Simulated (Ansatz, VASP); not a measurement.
**Two plane-wave programs on SnSe2**

```xyz
3
Lattice="3.8390 0.0000 0.0000 -1.9195 3.3247 0.0000 0.0000 0.0000 6.0116" Properties=species:S:1:pos:R:3 pbc="T T T"
Sn    0.0000    0.0000    0.1250
Se    0.0000    2.2165    1.5001
Se    1.9195    1.1082    4.3237
```

Change from the starting cell: mode 9 (240.0 1/cm) frozen in, largest displacement +0.125 Å.

Alike in both runs: task single point; functional PBE; dispersion D3(BJ); k mesh 12 × 12 × 6; occupations gaussian, width 0.03 eV; no spin polarisation.

```csv
,VASP,Ansatz
version,VASP 6.6.1,Ansatz 0.2.0
potentials or method,"VASP PAW PBE potentials, release 64 (Sn_d, Se), cutoff 520 eV","scalar-relativistic, plane waves, PAW"
valence electrons in the cell,26,46
```

```csv
,VASP,Ansatz,Ansatz less VASP
gap on the k mesh at the Fermi level (eV),0.08,0.08,+0.006
least direct gap on the mesh (eV),0.33,0.34,+0.016
pressure (GPa),1.3,1.2,-0.07
"traceless stress, the component that is largest in VASP (GPa)",-1.53,-1.53,+0.004
rms of the force components (eV/Å),1.260,1.252,-0.0079
```

Atom by atom the forces differ by 0.010 eV/Å (rms over components). VASP's potentials hold 26 valence electrons a cell and Ansatz's 46, so a difference there can come from the potentials and not from the codes.
